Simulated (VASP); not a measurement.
Wanted: the native input for a VASP 6.6.1 run.

| Item | Value |
| --- | --- |
| Task | single point |
| Functional | PBE |
| Potentials or basis | VASP PAW PBE potentials, release 64 (Fe) |
| Cutoff | 600 eV |
| k mesh | 3 × 3 × 3 |
| Occupations | fermi-dirac, width 0.2 eV |
| Spin | collinear spin, ferromagnetic start |
| Starting moments | [2.5] μB |
| Dipole correction | no |
| Further INCAR settings | ALGO = Normal; EDIFF = 1e-06; NBANDS = 14 |

The structure of Fe lies in POSCAR:

```
Fe
1.0
   -1.3880735160      1.3880735160      1.3880735160
    1.3880735160     -1.3880735160      1.3880735160
    1.3880735160      1.3880735160     -1.3880735160
Fe
1
Direct
    0.0000000000      0.0000000000      0.0000000000
```

The input as run:

INCAR

```
SYSTEM = Fe
PREC = Accurate
ENCUT = 600
EDIFF = 1E-6
ISMEAR = -1
SIGMA = 0.2
LREAL = .False.
LASPH = .True.
NELM = 200
ALGO = Normal
ISIF = 2
LWAVE = .False.
LCHARG = .False.
ISPIN = 2
MAGMOM = 2.5
LORBIT = 11
LMAXMIX = 4
GGA = PE
NBANDS = 14
GGA_COMPAT = .False.
```

KPOINTS

```
Automatic mesh
0
Gamma
  3 3 3
  0 0 0
```

Potentials or basis: VASP PAW PBE potentials, release 64 (Fe).

Command:

```bash
$ cat potpaw_PBE.64/Fe/POTCAR > POTCAR
$ mpirun -np 1 vasp_std > vasp.out
```

Results of the run:

```json
{
  "Pressure": "30.7 GPa",
  "Net moment": "2.68 μB per cell",
  "Site moments": "Fe +2.65 μB",
  "Valence electrons inside the program's atomic spheres": "Fe 7.39"
}
```

Caveat: the k points lie up to 1.07 Å⁻¹ apart.

Wall time 5.3 s on 1 thread of Intel(R) Xeon(R) Platinum 8375C CPU @ 2.90GHz (Ice Lake) (shared host), peak memory 0.13 GiB.
